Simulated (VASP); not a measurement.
Write the native input for VASP 6.6.1 that does the following.

| Item | Value |
| --- | --- |
| Task | single point |
| Functional | LDA |
| Potentials or basis | VASP PAW LDA potentials, release 64 (Rh_pv) |
| Cutoff | 520 eV |
| k mesh | 10 × 10 × 3 |
| Occupations | fermi-dirac, width 0.1 eV |
| Spin | no spin polarisation |
| Dipole correction | no |
| Further INCAR settings | ALGO = Normal; EDIFF = 1e-06; NBANDS = 38 |

The structure of Rh lies in POSCAR:

```
Rh
1.0
    2.7139867940      0.0000000000      0.0000000000
   -1.3569933970      2.3503863282      0.0000000000
    0.0000000000      0.0000000000      8.8707846198
Rh
4
Direct
    0.0000000000      0.0000000000      0.0000000000
    0.3333333333      0.6666666667      0.2500000000
    0.0000000000      0.0000000000      0.5000000000
    0.6666666667      0.3333333333      0.7500000000
```

The input as run:

INCAR

```
ALGO = Normal
EDIFF = 1E-6
ENCUT = 520
ISIF = 2
ISMEAR = -1
LASPH = T
LCHARG = F
LREAL = F
LWAVE = F
NBANDS = 38
NELM = 60
PREC = Accurate
SIGMA = 0.1
```

KPOINTS

```
k-points
0
Gamma
  10 10 3
```

Potentials or basis: VASP PAW LDA potentials, release 64 (Rh_pv).

The run is started by

```console
$ cat potpaw_LDA.64/Rh_pv/POTCAR > POTCAR
$ mpirun -np 1 vasp_std > vasp.out
```

It gave:

* Pressure: -16.6 GPa
* Band gap on the k mesh: zero (band 30 reaches 12.00 eV, above the bottom of band 31 at 10.23 eV)

Wall time 73 s on 1 thread of Intel Xeon 8259CL, on a shared host, peak memory 0.17 GiB.
